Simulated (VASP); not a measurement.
# Ag (P6_3/mmc) in VASP: a series of runs, part 3 of 4

VASP 6.6.1. Earlier steps stand in the parts before.

## (4) Electric field gradients, PBE (zz strain of +1 %)

INCAR reads:

```
PREC = Accurate
ENCUT = 520
EDIFF = 1E-8
ISMEAR = -1
SIGMA = 0.08
LREAL = F
LASPH = T
NELM = 60
ALGO = Normal
ISIF = 2
LWAVE = F
LCHARG = F
GGA = PE
LEFG = T
NBANDS = 30
```

KPOINTS reads:

```
regular mesh
0
Gamma
  14 14 4
```

POSCAR reads:

```
Ag
1.0
    2.8861989086      0.0000000000      0.0000000000
   -1.4430994543      2.4995215753      0.0000000000
    0.0000000000      0.0000000000     10.1000000000
Ag
4
Direct
    0.3333333333      0.6666666667      0.2500000000
    0.6666666667      0.3333333333      0.7500000000
    0.0000000000      0.0000000000      0.0000000000
    0.0000000000      0.0000000000      0.5000000000
```

Potentials or basis: VASP PAW PBE potentials, release 64 (Ag).

Run with:

```console
> cat potpaw_PBE.64/Ag/POTCAR > POTCAR
> mpirun -np 1 vasp_std > vasp.out
```

OUTCAR:

```text
PREC = Accurate
   ENCUT = 520
   EDIFF = 1E-8
   ISMEAR = -1
   LREAL = F
   LASPH = T
   NELM = 60
   ISIF = 2
   GGA = PE

 ion  position               nearest neighbor table
   1  0.333  0.667  0.250-   3 3.03   4 3.03   3 3.03   4 3.03   3 3.03   4 3.03
   2  0.667  0.333  0.750-   3 3.03   4 3.03   3 3.03   4 3.03   3 3.03   4 3.03
   3  0.000  0.000  0.000-   1 3.03   2 3.03   2 3.03   1 3.03   2 3.03   1 3.03
   4  0.000  0.000  0.500-   1 3.03   2 3.03   2 3.03   1 3.03   2 3.03   1 3.03

  LATTYP: Found a hexagonal cell.
 ALAT       =     2.8861989086
 C/A-ratio  =     3.4994123135

  Lattice vectors:

 A1 = (   2.8861989086,   0.0000000000,   0.0000000000)
 A2 = (  -1.4430994543,   2.4995215753,   0.0000000000)
 A3 = (   0.0000000000,   0.0000000000,  10.1000000000)

Analysis of symmetry for initial positions (statically):
=====================================================================
 Subroutine PRICEL returns:
 Original cell was already a primitive cell.

 Routine SETGRP: Setting up the symmetry group for a
 hexagonal supercell.

 Subroutine GETGRP returns: Found 24 space group operations
 (whereof 12 operations were pure point group operations)
 out of a pool of 24 trial point group operations.

The static configuration has the point symmetry D_3d.
 The point group associated with its full space group is D_6h.

Analysis of symmetry for dynamics (positions and initial velocities):
=====================================================================
 Subroutine PRICEL returns:
 Original cell was already a primitive cell.

 Routine SETGRP: Setting up the symmetry group for a
 hexagonal supercell.

 Subroutine GETGRP returns: Found 24 space group operations
 (whereof 12 operations were pure point group operations)
 out of a pool of 24 trial point group operations.

The dynamic configuration has the point symmetry D_3d.
 The point group associated with its full space group is D_6h.

 Subroutine INISYM returns: Found 24 space group operations
 (whereof 12 operations are pure point group operations),
 and found     1 'primitive' translations

----------------------------------------------------------------------------------------

                                     Primitive cell

  volume of cell :      72.8626

  direct lattice vectors                    reciprocal lattice vectors
     2.886198909  0.000000000  0.000000000     0.346476467  0.200038281  0.000000000
    -1.443099454  2.499521575  0.000000000     0.000000000  0.400076563  0.000000000
     0.000000000  0.000000000 10.100000000     0.000000000  0.000000000  0.099009901

  length of vectors
     2.886198909  2.886198909 10.100000000     0.400076563  0.400076563  0.099009901

  position of ions in fractional coordinates (direct lattice)
     0.333333333  0.666666667  0.250000000
     0.666666667  0.333333333  0.750000000
     0.000000000  0.000000000  0.000000000
     0.000000000  0.000000000  0.500000000

  ion indices of the primitive-cell ions
   primitive index   ion index
                 1           1
[... 83 lines left out ...]
   POTIM  = 0.5000    time-step for ionic-motion
   TEBEG  =    0.0;   TEEND  =   0.0 temperature during run
   PSTRESS=    0.0 pullay stress
   NELECT =      44.0000    total number of electrons
   NUPDOWN=      -1.0000    fix difference up-down
   EMIN   =  10.00;   EMAX   =-10.00  energy-range for DOS
   EFERMI =   0.00;   METHOD = LEGACY
   ISMEAR =    -1;   SIGMA  =   0.08  broadening in eV -4-tet -1-fermi 0-gaus
   EFERMI_NEDOS =   21; number of points for ismear=-14 and -15
   IALGO  =     38    algorithm
   IMIX   =      4    mixing-type and parameters
     AMIX     =   0.40;   BMIX     =  1.00
     AMIX_MAG =   1.60;   BMIX_MAG =  1.00
  volume/ion in A,a.u.               =      18.22       122.93
  Fermi-wavevector in a.u.,A,eV,Ry     =   1.383750  2.614908 26.051937  1.914763
  Thomas-Fermi vector in A             =   2.508318
   LORBIT       =      0    0 simple, 1 ext, 2 COOP (PROOUT), +10 PAW based schemes
   GGA     = PE    functional components
   LHFCALC =     F    Hartree Fock is set to
   AEXX    =    0.0000 exact exchange contribution
   IVDW    =     0    specifies the selected vdW correction
   LEPSILON=     F    determine dielectric tensor
   LRPA    =     F    only Hartree local field effects (RPA)
 non-spin polarized calculation
  energy-cutoff  :      520.00
  volume of cell :       72.86
 maximum number of plane-waves:      2000
 NGX is ok and might be reduce to    24
   NGX = 11   NGY = 11   NGZ = 37

 number of electron      43.9999986 magnetization

 Free energy of the ion-electron system (eV)
  ---------------------------------------------------
  ext. energy  EPLUGINS =         0.00000000
  ---------------------------------------------------
  free energy    TOTEN  =       -10.80490974 eV

  energy without entropy =      -10.77838062  energy(sigma->0) =      -10.79164518

 E-fermi :   7.5376     XC(G=0): -11.8148

 val. band max:        7.5206577306   @ k =   0.3571   0.0000   0.2500
 cond. band min:       7.5576789301   @ k =   0.3571   0.1429   0.5000
 fundamental gap:      0.0370211996
 Fermi energy:         7.5376147628

 k-point     1 :       0.0000    0.0000    0.0000
  band No.  band energies     occupation
      1       0.2473      2.00000
      2       1.3662      2.00000
      3       1.3682      2.00000
      4       1.4611      2.00000
      5       2.7105      2.00000
      6       2.9808      2.00000
[... 781 lines left out ...]
     29      14.0663      0.00000
     30      16.1798      0.00000

 [... further k-points ...]
[... 5 lines left out ...]
  --------------------------------------------------------------------------------------
  -------------------------------------------------------------------------------------
  Total        0.2978547      0.2978547     -2.1946592      0.0000000     -0.0000000     -0.0000000
  in kB        6.5495368      6.5495368    -48.2584262      0.0000000     -0.0000000     -0.0000000
  external PRESSURE =     -11.7197842 kB  Pullay stress =       0.0000000 kB

 VOLUME and BASIS-vectors are now :
 -----------------------------------------------------------------------------
  energy-cutoff  :      520.00
  volume of cell :       72.86
      direct lattice vectors                 reciprocal lattice vectors
     2.886198909  0.000000000  0.000000000     0.346476467  0.200038281  0.000000000
    -1.443099454  2.499521575  0.000000000     0.000000000  0.400076563  0.000000000
     0.000000000  0.000000000 10.100000000     0.000000000  0.000000000  0.099009901

 POSITION                                       TOTAL-FORCE (eV/Angst)
 -----------------------------------------------------------------------------------
     -0.00000      1.66635      2.52500         0.000000      0.000000     -0.000000
      1.44310      0.83317      7.57500        -0.000000      0.000000      0.000000
      0.00000      0.00000      0.00000         0.000000      0.000000     -0.000000
      0.00000      0.00000      5.05000         0.000000      0.000000     -0.000000
 -----------------------------------------------------------------------------------
    total drift:                               -0.000000      0.000000     -0.000000

  FREE ENERGIE OF THE ION-ELECTRON SYSTEM (eV)
  ---------------------------------------------------
  free  energy   TOTEN  =       -10.8049097399 eV

  energy  without entropy=      -10.7783806189  energy(sigma->0) =      -10.79164518

 Electric field gradients (V/A^2)
---------------------------------------------------------------------
 ion       V_xx      V_yy      V_zz      V_xy      V_xz      V_yz
---------------------------------------------------------------------
   1      -5.905    -5.905    11.810    -0.000     0.000     0.000
   2      -5.905    -5.905    11.810    -0.000     0.000    -0.000
   3      -5.512    -5.513    11.025    -0.000     0.000    -0.000
   4      -5.512    -5.513    11.025    -0.000    -0.000     0.000
---------------------------------------------------------------------

 Electric field gradients after diagonalization (V/A^2)
 (convention: |V_zz| > |V_xx| > |V_yy|)
----------------------------------------------------------------------
 ion       V_xx      V_yy      V_zz     asymmetry (V_yy - V_xx)/ V_zz
----------------------------------------------------------------------
   1      -5.905    -5.905    11.810       0.000
   2      -5.905    -5.905    11.810       0.000
   3      -5.513    -5.512    11.025       0.000
   4      -5.513    -5.512    11.025       0.000
----------------------------------------------------------------------

           NMR quadrupolar parameters

 Cq : quadrupolar parameter    Cq=e*Q*V_zz/h
 eta: asymmetry parameters     (V_yy - V_xx)/ V_zz
 Q  : nuclear electric quadrupole moment in mb (millibarn)
----------------------------------------------------------------------
 ion       Cq(MHz)       eta       Q (mb)
----------------------------------------------------------------------
   1       0.029       0.000       1.000
   2       0.029       0.000       1.000
   3       0.027       0.000       1.000
   4       0.027       0.000       1.000
----------------------------------------------------------------------
```

OSZICAR:

```text
N       E                     dE             d eps       ncg     rms          rms(c)
DAV:   1     0.294707045457E+03    0.29471E+03   -0.22619E+04  4344   0.144E+03
DAV:   2    -0.539307935404E+01   -0.30010E+03   -0.28399E+03  4434   0.330E+02
DAV:   3    -0.117074879598E+02   -0.63144E+01   -0.62776E+01  4938   0.545E+01
DAV:   4    -0.117360209632E+02   -0.28533E-01   -0.28529E-01  4674   0.356E+00
DAV:   5    -0.117363129958E+02   -0.29203E-03   -0.29203E-03  4890   0.390E-01    0.889E+00
DAV:   6    -0.108362908666E+02    0.90002E+00   -0.28281E+00  4614   0.137E+01    0.598E+00
DAV:   7    -0.108142302420E+02    0.22061E-01   -0.32232E-02  4788   0.115E+00    0.347E+00
DAV:   8    -0.108048540078E+02    0.93762E-02   -0.23920E-03  4668   0.361E-01    0.119E-01
DAV:   9    -0.108048745713E+02   -0.20563E-04   -0.67925E-05  4962   0.981E-02    0.316E-02
DAV:  10    -0.108049053844E+02   -0.30813E-04   -0.19724E-05  4692   0.369E-02    0.230E-02
DAV:  11    -0.108049100582E+02   -0.46738E-05   -0.30651E-06  4848   0.128E-02    0.118E-03
DAV:  12    -0.108049097420E+02    0.31622E-06   -0.31511E-08  4464   0.126E-03    0.905E-04
DAV:  13    -0.108049097399E+02    0.21455E-08   -0.52699E-09  2850   0.605E-04
   1 F= -.10804910E+02 E0= -.10791645E+02  d E =-.265291E-01
```

stdout:

```text
POSCAR found type information on POSCAR Ag
 POSCAR found :  1 types and       4 ions
 scaLAPACK will be used
 LDA part: xc-table for (Slater+PW92), standard interpolation
 POSCAR, INCAR and KPOINTS ok, starting setup
 FFT: planning ... GRIDC
 FFT: planning ... GRID_SOFT
 FFT: planning ... GRID
 WAVECAR not read
 entering main loop
ion   1

ion   2

ion   3

ion   4
```

Run time: 1.8 min. Hardware: 1 thread of Intel Xeon Platinum 8259CL at 2.50GHz (Skylake/Cascade Lake), shared host; peak memory 0.27 GiB.

Results:

```yaml
Free_energy: -10.8049 eV
Pressure: -1.2 GPa
Band_gap_on_the_k_mesh: zero (bands 22 and 23 overlap by 6.14 eV)
Largest_electric_field_gradient_by_atom: Ag +11.8, +11.0 (each value once) V/Å²
```

Electric field gradients, principal values (V/Å²):
| atom | least | middle | greatest (by size) |
| --- | --- | --- | --- |
| 1 Ag | -5.905 | -5.905 | 11.810 |
| 2 Ag | -5.905 | -5.905 | 11.810 |
| 3 Ag | -5.512 | -5.513 | 11.025 |
| 4 Ag | -5.512 | -5.513 | 11.025 |

Caveat: the cell differs from its parent crystal (zz strain of +1 %); the stress differs along the axes, from -5 to 1 GPa; without QUAD_EFG the Cq values of the log hold for a quadrupole moment of 1 mb, not for the nuclei.

## (5) Electric field gradients, PBE (equal xx and yy strain of +2 %)

INCAR reads:

```
SYSTEM = Ag
ALGO     = Normal         ! electronic algorithm
EDIFF    = 1E-8           ! SCF threshold, eV
ENCUT    = 520            ! plane-wave cutoff, eV
GGA      = PE             ! functional
ISIF     = 2              ! what is computed and relaxed
ISMEAR   = -1             ! smearing method
LASPH    = .True.         ! aspherical terms in the spheres
LCHARG   = .False.        ! write CHGCAR
LEFG     = .True.       
LREAL    = .False.        ! projectors in reciprocal space
LWAVE    = .False.        ! write WAVECAR
NBANDS   = 30             ! bands
NELM     = 80             ! most SCF steps
PREC     = Accurate       ! precision mode
SIGMA    = 0.08           ! smearing width, eV
```

KPOINTS reads:

```
k-points
0
Gamma
  14 14 4
  0 0 0
```

POSCAR reads:

```
Ag
1.0
    2.9439228868      0.0000000000      0.0000000000
   -1.4719614434      2.5495120068      0.0000000000
    0.0000000000      0.0000000000     10.0000000000
Ag
4
Direct
    0.3333333333      0.6666666667      0.2500000000
    0.6666666667      0.3333333333      0.7500000000
    0.0000000000      0.0000000000      0.0000000000
    0.0000000000      0.0000000000      0.5000000000
```

Potentials or basis: VASP PAW PBE potentials, release 64 (Ag).

Run with:

```console
> cat potpaw_PBE.64/Ag/POTCAR > POTCAR
> mpirun -np 1 vasp_std > vasp.out
```

OUTCAR:

```text
SYSTEM = Ag
   EDIFF = 1E-8
   ENCUT = 520
   GGA = PE
   ISIF = 2
   ISMEAR = -1
   LASPH = .True.
   LREAL = .False.
   NELM = 80
   PREC = Accurate

 ion  position               nearest neighbor table
   1  0.333  0.667  0.250-   3 3.02   4 3.02   3 3.02   4 3.02   3 3.02   4 3.02
   2  0.667  0.333  0.750-   3 3.02   4 3.02   3 3.02   4 3.02   3 3.02   4 3.02
   3  0.000  0.000  0.000-   1 3.02   2 3.02   2 3.02   1 3.02   2 3.02   1 3.02
   4  0.000  0.000  0.500-   1 3.02   2 3.02   2 3.02   1 3.02   2 3.02   1 3.02

  LATTYP: Found a hexagonal cell.
 ALAT       =     2.9439228868
 C/A-ratio  =     3.3968281047

  Lattice vectors:
[... 1022 lines left out ...]
 ion       V_xx      V_yy      V_zz      V_xy      V_xz      V_yz
---------------------------------------------------------------------
   1      -3.575    -3.576     7.150    -0.001     0.000     0.000
   2      -3.575    -3.576     7.150    -0.001     0.000    -0.000
   3      -3.183    -3.184     6.367    -0.001    -0.000     0.000
   4      -3.183    -3.184     6.367    -0.001     0.000    -0.000
---------------------------------------------------------------------

 Electric field gradients after diagonalization (V/A^2)
 (convention: |V_zz| > |V_xx| > |V_yy|)
----------------------------------------------------------------------
 ion       V_xx      V_yy      V_zz     asymmetry (V_yy - V_xx)/ V_zz
----------------------------------------------------------------------
   1      -3.576    -3.574     7.150       0.000
   2      -3.576    -3.574     7.150       0.000
   3      -3.184    -3.182     6.367       0.000
   4      -3.184    -3.182     6.367       0.000
----------------------------------------------------------------------

           NMR quadrupolar parameters

 Cq : quadrupolar parameter    Cq=e*Q*V_zz/h
 eta: asymmetry parameters     (V_yy - V_xx)/ V_zz
 Q  : nuclear electric quadrupole moment in mb (millibarn)
----------------------------------------------------------------------
 ion       Cq(MHz)       eta       Q (mb)
----------------------------------------------------------------------
   1       0.017       0.000       1.000
   2       0.017       0.000       1.000
   3       0.015       0.000       1.000
   4       0.015       0.000       1.000
----------------------------------------------------------------------
```

It took 2.7 min on 1 thread of AMD EPYC 7R13 (Zen 3), shared host; peak memory 0.25 GiB.

Results:

```
Free energy                             : -10.8083 eV
Pressure                                : -3.7 GPa
Band gap on the k mesh                  : zero (bands 22 and 23 overlap by 5.89 eV)
Largest electric field gradient by atom : Ag +7.2, +6.4 (each value once) V/Å²
```

Levels at points of the mesh, in eV from the Fermi level:
```tsv
k point	band 18	band 19	band 20	band 21	band 22	band 23	band 24	band 25	band 26	band 27
(0.00, 0.00, 0.00)	-3.42	-3.42	-3.29	-3.29	-2.98	-2.98	-0.37	2.63	9.66	9.67
(0.50, 0.00, 0.00)	-2.79	-2.77	-2.74	0.11	0.94	1.07	1.59	3.96	4.00	6.72
(0.00, 0.00, 0.50)	-3.58	-3.10	-3.10	-3.10	-3.10	-2.35	-2.35	5.37	5.37	14.00
(0.50, 0.00, 0.50)	-2.82	-2.75	-2.75	0.44	0.44	1.45	1.45	4.38	4.38	5.83
```

Electric field gradients, principal values (V/Å²):
| atom | least | middle | greatest (by size) |
| --- | --- | --- | --- |
| 1 Ag | -3.574 | -3.576 | 7.150 |
| 2 Ag | -3.574 | -3.576 | 7.150 |
| 3 Ag | -3.182 | -3.184 | 6.367 |
| 4 Ag | -3.182 | -3.184 | 6.367 |

Caveat: the cell differs from its parent crystal (equal xx and yy strain of +2 %); the cell stands under tension; without QUAD_EFG the Cq values of the log hold for a quadrupole moment of 1 mb, not for the nuclei.

(Continued in part 4 of 4.)

The gap in the log of VASP goes by the Fermi energy; the results here count the filled bands.